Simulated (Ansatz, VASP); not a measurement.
**One calculation of PbS, two programs**

```
Pb S
1.0
     0.00000    2.96575    2.96575
     2.96575    0.00000    2.96575
     2.96575    2.96575    0.00000
Pb S
1 1
Direct
  0.00000 0.00000 0.00000
  0.50000 0.50000 0.50000
```

Alike in both runs: task single point; functional PBE; dispersion D3(BJ); k mesh 3 × 3 × 3; no spin polarisation.

|  | VASP | Ansatz |
| --- | --- | --- |
| version | VASP 6.6.1 | Ansatz 0.2.0 |
| potentials or method | VASP PAW PBE potentials, release 64 (Pb_d, S), cutoff 500 eV | plane waves, PAW |
| occupations | gaussian, width 0.01 eV | fixed |
| valence electrons in the cell | 20 | 20 |

Ansatz gave:

```
pressure (GPa) : -1.0
```

Problem. Estimate VASP's values.

Solution. Pressure (GPa): -1.1.

The k mesh is coarse, so the values compare programs but aren't converged. Spin-orbit coupling is off throughout.
